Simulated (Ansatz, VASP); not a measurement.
# NbCuS2: VASP beside Ansatz

The input INCAR:

```
SYSTEM = NbCuS2
  PREC = Accurate
  ENCUT = 820
  EDIFF = 1E-6
  ISMEAR = 0
  SIGMA = 0.05
  LREAL = .False.
  LASPH = .True.
  NELM = 200
  ALGO = Normal
  ISIF = 2
  LWAVE = .False.
  LCHARG = .False.
  ISPIN = 2
  MAGMOM = 0.02 1.49 -0.04 -0.04
  LORBIT = 11
  LMAXMIX = 4
  LDAU = .True.
  LDAUTYPE = 2
  LDAUL = -1 2 -1
  LDAUU = 0 8 0
  LDAUJ = 0 0 0
  LDAUPRINT = 1
  GGA = PE
  NBANDS = 34
  GGA_COMPAT = .False.
```

KPOINTS

```
regular mesh
0
Gamma
  6 6 6
  0 0 0
```

File POSCAR:

```
NbCuS2
1.0
    1.8379937100      1.0611661600      6.6726185300
   -1.8379937100      1.0611661600      6.6726185300
    0.0000000000     -2.1223323200      6.6726185300
Cu Nb S
1 1 2
Direct
    0.5000000000      0.5000000000      0.5000000000
    0.0000000000      0.0000000000      0.0000000000
    0.2667000000      0.2667000000      0.2667000000
    0.7333000000      0.7333000000      0.7333000000
```

Input for Ansatz:

```yaml
crystal:
  lattice:
    - [1.83799371, 1.06116616, 6.67261853]
    - [-1.83799371, 1.06116616, 6.67261853]
    - [0.0, -2.12233232, 6.67261853]
  atoms:
    - { symbol: Cu, position: [0.5, 0.5, 0.5] }
    - { symbol: Nb, position: [0.0, 0.0, 0.0], spin: 2.0 }
    - { symbol: S, position: [0.2667, 0.2667, 0.2667] }
    - { symbol: S, position: [0.7333, 0.7333, 0.7333] }
basis:
  ecutwfc: 420
  ecutrho_ratio: 4
kpoints:
  mp_grid: { grid: [6, 6, 6] }
hamiltonian:
  xc: pbe
  hubbard:
    sites:
      - { site: 1, l: d, u_eff: 8.0, starting_ns: [{ spin: up, occupation_matrix: s1up }, { spin: down, occupation_matrix: s1down }] }
    occupation_matrices:
      s1up:
        matrix:
          - [0.02, 0.0, 0.0, 0.0, 0.0]
          - [0.0, 0.02, 0.0, 0.0, 0.0]
          - [0.0, 0.0, 0.97, 0.0, 0.0]
          - [0.0, 0.0, 0.0, 0.02, 0.0]
          - [0.0, 0.0, 0.0, 0.0, 0.97]
      s1down:
        matrix:
          - [0.02, 0.0, 0.0, 0.0, 0.0]
          - [0.0, 0.02, 0.0, 0.0, 0.0]
          - [0.0, 0.0, 0.02, 0.0, 0.0]
          - [0.0, 0.0, 0.0, 0.02, 0.0]
          - [0.0, 0.0, 0.0, 0.0, 0.02]
    ns_hold: until_converged
scf:
  occupations: { method: gaussian, width: 0.05 }
  lower_state_search: "off"
  max_iter: 150
output:
  forces: true
  stress: true
  eigenvalues: true
  populations: true
  hubbard: { sites: [{ site: 1, l: d }] }
magnetization:
  spin_polarized: true
```

Alike in both runs: task single point; functional PBE; k mesh 6 × 6 × 6; occupations gaussian, width 0.05 eV; collinear spin; Hubbard terms Nb d U = 8.0 eV.

```csv
,VASP,Ansatz
version,VASP 6.6.1,Ansatz 0.2.0
potentials or method,"VASP PAW PBE potentials, release 64 (Cu_sv_GW, Nb_sv, S), cutoff 820 eV","scalar-relativistic, plane waves, PAW"
valence electrons in the cell,44,44
```

Ansatz gave:

```
pressure (GPa)                                                : 7.9
traceless stress, the component that is largest in VASP (GPa) : -4.92
rms of the force components (eV/Å)                            : 1.126
net moment per atom (μB)                                      : 0.50
size of the moment on the site where the two differ most (μB) : 1.36
```

**Question.** Estimate VASP's values.

**Answer.** Pressure (GPa): 3.3; traceless stress, the component that is largest in VASP (GPa): 0.72; rms of the force components (eV/Å): 1.059; net moment per atom (μB): 0.50; size of the moment on the site where the two differ most (μB): 1.42.

Site moments also hang on the region over which each program counts them. The programs project onto different local orbitals, so the same U acts differently, and such runs can settle in different states. Atom by atom the forces differ by 0.067 eV/Å (rms over components). Ansatz's warnings: specified occupation not kept, symmetry narrowed by occupation matrices.
